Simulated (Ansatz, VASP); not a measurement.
# Two plane-wave programs on H

```
H
1.0
     1.66581   -2.74695   -0.00524
     1.61134    2.71408    0.00071
    -0.00869    0.00688    6.29344
H
4
Direct
  0.56625 0.42065 0.99773
  0.42584 0.54624 0.00699
  0.40303 0.56025 0.50085
  0.57706 0.40486 0.50551
```

Change from the starting cell: all atoms moved at random (sigma 0.04 Å), cell strained at random (1 %).

Alike in both runs: task single point; functional PBEsol; k mesh 8 × 8 × 4; occupations gaussian, width 0.02 eV; no spin polarisation.

```csv
,VASP,Ansatz
version,VASP 6.6.1,Ansatz 0.2.0
potentials or method,"VASP PAW PBE potentials, release 64 (H), cutoff 520 eV","scalar-relativistic, plane waves, PAW"
valence electrons in the cell,4,4
```

|  | VASP | Ansatz | Ansatz less VASP |
| --- | --- | --- | --- |
| gap on the k mesh at the Fermi level (eV) | 6.78 | 6.78 | +0.002 |
| least direct gap on the mesh (eV) | 6.78 | 6.78 | +0.002 |
| pressure (GPa) | -1.9 | -1.8 | +0.12 |
| traceless stress, the component that is largest in VASP (GPa) | -3.92 | -3.93 | -0.009 |
| rms of the force components (eV/Å) | 1.322 | 1.326 | +0.0038 |

VASP's potentials were made for PBE, not for PBEsol. Atom by atom the forces differ by 0.004 eV/Å (rms over components).
